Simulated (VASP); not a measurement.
Runs of VASP 6.6.1 on ZnSe. The structure is that of space group F-43m (No. 216), or close to it. The cells are those of the table. 

```csv
task,cell,cutoff (eV),gap on the mesh (eV),pressure (GPa)
relaxation of cell and atoms,"relaxed to 2 GPa from a = 3.983 Å, angles 60.0°, 2 atoms",600,(a),2.0
single point,"a = 3.912 Å, angles 60.0°, 2 atoms",520,1.47,(b)
single point,"a = 3.830 Å, angles 60.0°, 2 atoms",520,1.74,10.5
single point,"a = 3.964 Å, angles 60.0°, 2 atoms",520,(c),1.3
relaxation of cell and atoms,"relaxed to 15 GPa from a = 3.983 Å, angles 60.0°, 2 atoms",600,1.91,15.0
relaxation of cell and atoms,"relaxed to 7 GPa from a = 3.983 Å, angles 60.0°, 2 atoms",600,(d),7.0
relaxation of cell and atoms,"relaxed to 1 GPa from a = 3.983 Å, angles 60.0°, 2 atoms",600,1.29,1.0
single point,"a = 3.868 Å, angles 60.0°, 2 atoms",520,1.61,7.3
```

Alike in all rows: level PBEsol; potentials or basis VASP PAW PBE potentials, release 64 (Zn, Se); no spin polarisation; k mesh 8 × 8 × 8; smearing gaussian 0.01 eV.

**Question.** Fill in the values left out.

**Answer.** (a) 1.34; (b) 4.3; (c) 1.30; (d) 1.59.

Caveats: the PAW data sets were made with another functional, which shifts forces and pressure a little; the cell is relaxed towards a set pressure, so the enthalpy falls and the energy may rise (some runs).

A k mesh can miss the band edges, and the runs leave out spin-orbit coupling on Se.
